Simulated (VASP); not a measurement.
Here is a VASP 6.6.1 calculation.

Contents of INCAR:

```
PREC     = Accurate       # precision mode
ENCUT    = 520            # plane-wave cutoff, eV
EDIFF    = 1E-7           # SCF threshold, eV
ISMEAR   = -1             # smearing method
SIGMA    = 0.05           # smearing width, eV
LREAL    = False          # projectors in reciprocal space
LASPH    = True           # aspherical terms in the spheres
NELM     = 100            # most SCF steps
ALGO     = Normal         # electronic algorithm
ISIF     = 2              # what is computed and relaxed
LWAVE    = False          # write WAVECAR
LCHARG   = True           # write CHGCAR
GGA      = CA             # functional
LELF     = True           # ELF
LVHAR    = True         
NBANDS   = 16             # bands
```

Contents of KPOINTS:

```
Automatic mesh
0
Gamma
  11 11 11
```

The input POSCAR:

```
Al2Au
1.0
    0.0000000000      3.0588384673      3.0588384673
    3.0588384673      0.0000000000      3.0588384673
    3.0588384673      3.0588384673      0.0000000000
Al Au
2 1
Direct
    0.2500000000      0.2500000000      0.2500000000
    0.7500000000      0.7500000000      0.7500000000
    0.0000000000      0.0000000000      0.0000000000
```

Potentials or basis: VASP PAW LDA potentials, release 64 (Al, Au).

The run is started by

```bash
$ cat potpaw_LDA.64/Al/POTCAR potpaw_LDA.64/Au/POTCAR > POTCAR
$ mpirun -np 1 vasp_std > vasp.out
```

Problem. What does it give for the pressure?

Solution. -7.8 GPa.

Problem. Estimate the band gap on the k mesh.

Solution. Zero (an odd number of electrons rules out a gap without spin polarisation).

Caveat: the cell stands under tension; spin-orbit coupling is left out, which moves the levels of the heavy elements.
